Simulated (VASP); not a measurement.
# Pd (P6/mmm) in VASP: a series of runs

The runs below take Pd through single point, with PBE.

Program: VASP 6.6.1. These are calculated values, not measurements. Logs are shortened: lines on timing, memory, paths and dates and some standing lists are left out, and cuts for length are marked.

## Step 1: The cell of the first run

Symmetry: P6/mmm, No. 191, hexagonal system. The conventional cell has a = 2.250 Å, b = 2.250 Å, c = 2.158 Å, α = 90.00°, β = 90.00°, γ = 120.00°. Pd (site symmetry 6/mmm) has 8 Pd at 2.16 to 2.25 Å within 2.9 Å.

This isn't the form of Pd at room conditions, which is fcc.

## Step 2: Single point, PBE

Contents of INCAR:

```
SYSTEM = Pd
ALGO     = Normal         ! electronic algorithm
EDIFF    = 1E-6           ! SCF threshold, eV
ENCUT    = 520            ! plane-wave cutoff, eV
GGA      = PE             ! functional
ISIF     = 2              ! what is computed and relaxed
ISMEAR   = -1             ! smearing method
LASPH    = .TRUE.         ! aspherical terms in the spheres
LCHARG   = .FALSE.        ! write CHGCAR
LREAL    = .FALSE.        ! projectors in reciprocal space
LWAVE    = .FALSE.        ! write WAVECAR
NBANDS   = 11             ! bands
NELM     = 80             ! most SCF steps
PREC     = Accurate       ! precision mode
SIGMA    = 0.05           ! smearing width, eV
```

Contents of KPOINTS:

```
k-points
0
G
  19 19 18
  0 0 0
```

Contents of POSCAR:

```
Pd
1.0
    2.2502401532      0.0000000000      0.0000000000
   -1.1251200766      1.9487651373      0.0000000000
    0.0000000000      0.0000000000      2.1577526687
Pd
1
Direct
    0.0000000000      0.0000000000      0.0000000000
```

Potentials or basis: VASP PAW PBE potentials, release 64 (Pd).

Started as:

```
> cat potpaw_PBE.64/Pd/POTCAR > POTCAR
> mpirun -np 1 vasp_std > vasp.out
```

OUTCAR:

```text
SYSTEM = Pd
   EDIFF = 1E-6
   ENCUT = 520
   GGA = PE
   ISIF = 2
   ISMEAR = -1
   LASPH = .TRUE.
   LREAL = .FALSE.
   NELM = 80
   PREC = Accurate

 ion  position               nearest neighbor table
   1  0.000  0.000  0.000-

  LATTYP: Found a hexagonal cell.
 ALAT       =     2.2502401532
 C/A-ratio  =     0.9588988383

  Lattice vectors:

 A1 = (   2.2502401532,   0.0000000000,   0.0000000000)
 A2 = (  -1.1251200766,   1.9487651373,   0.0000000000)
 A3 = (   0.0000000000,   0.0000000000,   2.1577526687)

Analysis of symmetry for initial positions (statically):
=====================================================================
 Subroutine PRICEL returns:
 Original cell was already a primitive cell.

 Routine SETGRP: Setting up the symmetry group for a
 hexagonal supercell.

 Subroutine GETGRP returns: Found 24 space group operations
 (whereof 24 operations were pure point group operations)
 out of a pool of 24 trial point group operations.

The static configuration has the point symmetry D_6h.

Analysis of symmetry for dynamics (positions and initial velocities):
=====================================================================
 Subroutine PRICEL returns:
 Original cell was already a primitive cell.

 Routine SETGRP: Setting up the symmetry group for a
 hexagonal supercell.

 Subroutine GETGRP returns: Found 24 space group operations
 (whereof 24 operations were pure point group operations)
 out of a pool of 24 trial point group operations.

The dynamic configuration has the point symmetry D_6h.

 Subroutine INISYM returns: Found 24 space group operations
 (whereof 24 operations are pure point group operations),
 and found     1 'primitive' translations

----------------------------------------------------------------------------------------

                                     Primitive cell

  volume of cell :       9.4622

  direct lattice vectors                    reciprocal lattice vectors
     2.250240153  0.000000000  0.000000000     0.444397012  0.256572734  0.000000000
    -1.125120077  1.948765137  0.000000000     0.000000000  0.513145469  0.000000000
     0.000000000  0.000000000  2.157752669     0.000000000  0.000000000  0.463445146

  length of vectors
     2.250240153  2.250240153  2.157752669     0.513145469  0.513145469  0.463445146

  position of ions in fractional coordinates (direct lattice)
     0.000000000  0.000000000  0.000000000

  ion indices of the primitive-cell ions
   primitive index   ion index
                 1           1

----------------------------------------------------------------------------------------

 KPOINTS: k-points

Automatic generation of k-mesh.
 Grid dimensions read from file:
 generate k-points for:   19   19   18

 Generating k-lattice:

  Cartesian coordinates                     Fractional coordinates (reciprocal lattice)
     0.023389316  0.013503828  0.000000000     0.052631579  0.000000000  0.000000000
     0.000000000  0.027007656  0.000000000     0.000000000  0.052631579  0.000000000
     0.000000000  0.000000000  0.025746953     0.000000000  0.000000000  0.055555556

  Length of vectors
     0.027007656  0.027007656  0.025746953

  Shift w.r.t. Gamma in fractional coordinates (k-lattice)
     0.000000000  0.000000000  0.000000000

 Subroutine IBZKPT returns following result:
 ===========================================

 Found    400 irreducible k-points:

 Following reciprocal coordinates:
            Coordinates               Weight
  0.000000  0.000000  0.000000      1.000000
  0.052632  0.000000  0.000000      6.000000
  0.105263  0.000000  0.000000      6.000000
  0.157895  0.000000  0.000000      6.000000
  0.210526  0.000000  0.000000      6.000000
  0.263158  0.000000  0.000000      6.000000
[... 16 lines left out ...]
  0.263158  0.105263  0.000000     12.000000
  0.315789  0.105263  0.000000     12.000000
 [... further k-points ...]
   k-points           NKPTS =    400   k-points in BZ     NKDIM =    400   number of bands    NBANDS=     11
   number of dos      NEDOS =    301   number of ions     NIONS =      1
   total plane-waves  NPLWV =   5184
   dimension x,y,z NGX =    18 NGY =   18 NGZ =   16
   dimension x,y,z NGXF=    36 NGYF=   36 NGZF=   32
   ions per type =               1
   NGX,Y,Z   is equivalent  to a cutoff of  13.30, 13.30, 12.33 a.u.
   NGXF,Y,Z  is equivalent  to a cutoff of  26.60, 26.60, 24.65 a.u.
 SYSTEM =  Pd
   PREC   = accura    normal or accurate (medium, high low for compatibility)
   ISTART =      0    job   : 0-new  1-cont  2-samecut
   ICHARG =      2    charge: 1-file 2-atom 10-const
   ISPIN  =      1    spin polarized calculation?
   LNONCOLLINEAR =      F non collinear calculations
   LSORBIT =      F    spin-orbit coupling
   LASPH  =      T    aspherical Exc in radial PAW
   ENCUT  =  520.0 eV  38.22 Ry    6.18 a.u.   4.18  4.18  4.01*2*pi/ulx,y,z
   NELM   =     80;   NELMIN=  2; NELMDL= -5     # of ELM steps
   EDIFF  = 0.1E-05   stopping-criterion for ELM
   LREAL  =      F    real-space projection
   EDIFFG = 0.1E-04   stopping-criterion for IOM
   NSW    =      0    number of steps for IOM
   IBRION =     -1    ionic relax: 0-MD 1-quasi-New 2-CG
   NFREE  =      0    steps in history (QN), initial steepest desc. (CG)
   ISIF   =      2    stress and relaxation
   ISYM   =      2    0-nonsym 1-usesym 2-fastsym
   POTIM  = 0.5000    time-step for ionic-motion
   TEBEG  =    0.0;   TEEND  =   0.0 temperature during run
   PSTRESS=    0.0 pullay stress
   NELECT =      10.0000    total number of electrons
   NUPDOWN=      -1.0000    fix difference up-down
   EMIN   =  10.00;   EMAX   =-10.00  energy-range for DOS
   EFERMI =   0.00;   METHOD = LEGACY
   ISMEAR =    -1;   SIGMA  =   0.05  broadening in eV -4-tet -1-fermi 0-gaus
   EFERMI_NEDOS =   21; number of points for ismear=-14 and -15
   IALGO  =     38    algorithm
   IMIX   =      4    mixing-type and parameters
     AMIX     =   0.40;   BMIX     =  1.00
     AMIX_MAG =   1.60;   BMIX_MAG =  1.00
  volume/ion in A,a.u.               =       9.46        63.85
  Fermi-wavevector in a.u.,A,eV,Ry     =   1.667547  3.151207 37.833909  2.780714
  Thomas-Fermi vector in A             =   2.753550
   LORBIT       =      0    0 simple, 1 ext, 2 COOP (PROOUT), +10 PAW based schemes
   GGA     = PE    functional components
   LHFCALC =     F    Hartree Fock is set to
   AEXX    =    0.0000 exact exchange contribution
   IVDW    =     0    specifies the selected vdW correction
   LEPSILON=     F    determine dielectric tensor
   LRPA    =     F    only Hartree local field effects (RPA)
 non-spin polarized calculation
  energy-cutoff  :      520.00
  volume of cell :        9.46
 maximum number of plane-waves:       264
 NGX is ok and might be reduce to    18
   NGX =  9   NGY =  9   NGZ =  9

 number of electron      10.0000000 magnetization

 number of electron       9.9999997 magnetization

 Free energy of the ion-electron system (eV)
  ---------------------------------------------------
  ext. energy  EPLUGINS =         0.00000000
  ---------------------------------------------------
  free energy    TOTEN  =        -0.60082894 eV

  energy without entropy =       -0.59725435  energy(sigma->0) =       -0.59904164

 E-fermi :  19.8084     XC(G=0): -16.0562

 val. band max:       19.7682415453   @ k =   0.2105   0.1579   0.0556
 cond. band min:      19.8262271766   @ k =   0.3684   0.0526   0.3333
 fundamental gap:      0.0579856313
 Fermi energy:        19.8084138288

 k-point     1 :       0.0000    0.0000    0.0000
  band No.  band energies     occupation
      1       8.5986      2.00000
      2       9.3292      2.00000
      3      13.7093      2.00000
      4      13.7093      2.00000
      5      20.1945      0.00089
      6      20.1945      0.00089
      7      36.0924      0.00000
      8      39.5604      0.00000
      9      43.7300      0.00000
     10      47.8194      0.00000
     11      47.8194      0.00000

 k-point     2 :       0.0526    0.0000    0.0000
  band No.  band energies     occupation
      1       8.7686      2.00000
      2       9.3894      2.00000
      3      13.5784      2.00000
      4      13.8505      2.00000
      5      20.0384      0.01991
      6      20.1680      0.00151
      7      36.4208      0.00000
      8      39.8627      0.00000
      9      43.7191      0.00000
     10      46.8883      0.00000
     11      47.4503      0.00000

 k-point     3 :       0.1053    0.0000    0.0000
  band No.  band energies     occupation
      1       9.2225      2.00000
      2       9.5859      2.00000
      3      13.2503      2.00000
      4      14.2675      2.00000
      5      19.6070      1.96500
      6      20.0919      0.00688
      7      37.3132      0.00000
      8      40.7219      0.00000
      9      43.6393      0.00000
     10      45.0357      0.00000
     11      46.4939      0.00000

 k-point     4 :       0.1579    0.0000    0.0000
  band No.  band energies     occupation
      1       9.6864      2.00000
      2      10.0219      2.00000
      3      12.9485      2.00000
      4      14.9415      2.00000
      5      18.9898      2.00000
      6      19.9758      0.06793
      7      38.3968      0.00000
      8      42.0118      0.00000
      9      42.8192      0.00000
     10      43.9577      0.00000
     11      45.2190      0.00000

 k-point     5 :       0.2105    0.0000    0.0000
  band No.  band energies     occupation
      1      10.0513      2.00000
      2      10.3483      2.00000
      3      13.1685      2.00000
      4      15.8387      2.00000
      5      18.2887      2.00000
      6      19.8339      0.75021
      7      38.4729      0.00000
      8      42.2179      0.00000
      9      43.5493      0.00000
     10      43.8042      0.00000
     11      43.8735      0.00000
[... 211 lines left out ...]
 k-point    21 :       0.1579    0.1053    0.0000
  band No.  band energies     occupation
      1      10.1851      2.00000
      2      11.0519      2.00000
      3      12.3033      2.00000
      4      16.6570      2.00000
      5      18.1120      2.00000
      6      19.6762      1.86722
      7      38.7218      0.00000
      8      40.2947      0.00000
      9      43.8286      0.00000
     10      44.2597      0.00000
     11      45.1724      0.00000

 k-point    22 :       0.2105    0.1053    0.0000
  band No.  band energies     occupation
      1      10.5225      2.00000
      2      10.8395      2.00000
      3      13.1354      2.00000
      4      17.5131      2.00000
      5      17.9769      2.00000
      6      19.4749      1.99747
      7      37.1262      0.00000
      8      39.4848      0.00000
      9      43.8086      0.00000
     10      45.4068      0.00000
     11      45.8419      0.00000

 k-point    23 :       0.2632    0.1053    0.0000
  band No.  band energies     occupation
      1      10.2895      2.00000
      2      10.9543      2.00000
      3      14.4056      2.00000
      4      16.9711      2.00000
      5      19.2821      1.99995
      6      19.4114      1.99929
      7      35.2538      0.00000
      8      38.5656      0.00000
      9      43.7917      0.00000
     10      44.4065      0.00000
     11      47.1982      0.00000

 k-point    24 :       0.3158    0.1053    0.0000
  band No.  band energies     occupation
      1       9.8616      2.00000
      2      11.2887      2.00000
      3      15.7206      2.00000
      4      16.5297      2.00000
      5      19.1186      2.00000
      6      20.8291      0.00000
      7      33.5115      0.00000
      8      37.5390      0.00000
      9      43.1608      0.00000
     10      43.7928      0.00000
     11      48.0555      0.00000

 [... further k-points ...]
[... 5 lines left out ...]
  --------------------------------------------------------------------------------------
  -------------------------------------------------------------------------------------
  Total       20.4968999     20.4968999     20.1371737      0.0000000      0.0000000      0.0000000
  in kB     3470.6332953   3470.6332954   3409.7227295      0.0000000      0.0000000      0.0000000
  external PRESSURE =    3450.3297734 kB  Pullay stress =       0.0000000 kB

 VOLUME and BASIS-vectors are now :
 -----------------------------------------------------------------------------
  energy-cutoff  :      520.00
  volume of cell :        9.46
      direct lattice vectors                 reciprocal lattice vectors
     2.250240153  0.000000000  0.000000000     0.444397012  0.256572734  0.000000000
    -1.125120077  1.948765137  0.000000000     0.000000000  0.513145469  0.000000000
     0.000000000  0.000000000  2.157752669     0.000000000  0.000000000  0.463445146

 POSITION                                       TOTAL-FORCE (eV/Angst)
 -----------------------------------------------------------------------------------
      0.00000      0.00000      0.00000         0.000000      0.000000      0.000000
 -----------------------------------------------------------------------------------
    total drift:                               -0.000000      0.000000      0.000000

  FREE ENERGIE OF THE ION-ELECTRON SYSTEM (eV)
  ---------------------------------------------------
  free  energy   TOTEN  =        -0.6008289350 eV

  energy  without entropy=       -0.5972543541  energy(sigma->0) =       -0.59904164
```

Run time: 21 s. Hardware: 1 thread of AMD EPYC 9R14 (Zen 4), shared host; peak memory 0.12 GiB.

What came out:

| Item | Value |
| --- | --- |
| Free energy | -0.6008 eV |
| Pressure | 345.0 GPa |
| Band gap on the k mesh | zero (bands 5 and 6 overlap by 5.63 eV) |

Caveat: the cell stands under pressure.

## Step 3: Single point, PBE

Contents of INCAR:

```
SYSTEM = Pd
  PREC = Accurate
  ENCUT = 520
  EDIFF = 1E-7
  ISMEAR = -1
  SIGMA = 0.05
  LREAL = .False.
  LASPH = .True.
  NELM = 80
  ALGO = Normal
  ISIF = 2
  LWAVE = .False.
  LCHARG = .False.
  GGA = PE
  NBANDS = 11
```

Contents of KPOINTS:

```
regular mesh
0
Gamma
  19 19 18
  0 0 0
```

Contents of POSCAR:

```
Pd
1.0
    2.2506114591      0.0000000000      0.0000000000
   -1.1253057295      1.9490866976      0.0000000000
    0.0000000000      0.0000000000      2.1580823146
Pd
1
Direct
    0.0000000000      0.0000000000      0.0000000000
```

Potentials or basis: VASP PAW PBE potentials, release 64 (Pd).

Started as:

```
> cat potpaw_PBE.64/Pd/POTCAR > POTCAR
> mpirun -np 1 vasp_std > vasp.out
```

Wall time 22 s (1 thread of AMD EPYC 9R14 (Zen 4), shared host); peak memory 0.12 GiB.

The run converged. Its results:

```
Free energy            : -0.6107 eV
Pressure               : 344.3 GPa
Band gap on the k mesh : zero (bands 5 and 6 overlap by 5.63 eV)
```

Stress tensor (GPa, compression positive):
```
346.33   0.00   0.00
  0.00 346.33   0.00
  0.00   0.00 340.32
```

Levels at points of the mesh, in eV from the Fermi level:
```tsv
k point	band 2	band 3	band 4	band 5	band 6	band 7	band 8	band 9
(0.00, 0.00, 0.00)	-10.47	-6.09	-6.09	0.39	0.39	16.29	19.75	23.92
(0.00, 0.00, 0.50)	-5.22	-5.22	-3.34	-3.34	-2.11	9.88	20.39	23.99
```

Caveat: the cell stands under pressure.
